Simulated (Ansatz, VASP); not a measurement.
## One calculation of In3Se, two programs

```xyz
4
Lattice="5.8591 0.0000 0.0000 0.0000 5.8591 0.0000 0.0000 0.0000 5.4481" Properties=species:S:1:pos:R:3 pbc="T T T"
In    0.0000    2.9296    0.0000
In    2.9296    0.0000    0.0000
In    2.9296    2.9296    0.0000
Se    2.9296    2.9296    2.7240
```

Alike in both runs: functional PBE; k mesh 4 × 4 × 4; occupations gaussian, width 0.1 eV; no spin polarisation.

Ansatz relaxed the structure, and its values are those at the end. VASP's run is a single point on that final structure, the one shown.

|  | VASP | Ansatz |
| --- | --- | --- |
| version | VASP 6.6.1 | Ansatz 0.2.0 |
| potentials or method | VASP PAW PBE potentials, release 64 (In_d, Se), cutoff 520 eV | scalar-relativistic, plane waves, PAW |
| valence electrons in the cell | 45 | 55 |

|  | VASP | Ansatz | Ansatz less VASP |
| --- | --- | --- | --- |
| gap on the k mesh at the Fermi level (eV) | none | none | - |
| pressure (GPa) | 0.0 | 0.0 | +0.02 |

A gap of «none» marks a metal or a gap that the smearing closes. VASP's potentials hold 45 valence electrons a cell and Ansatz's 55, so a difference there can come from the potentials and not from the codes.
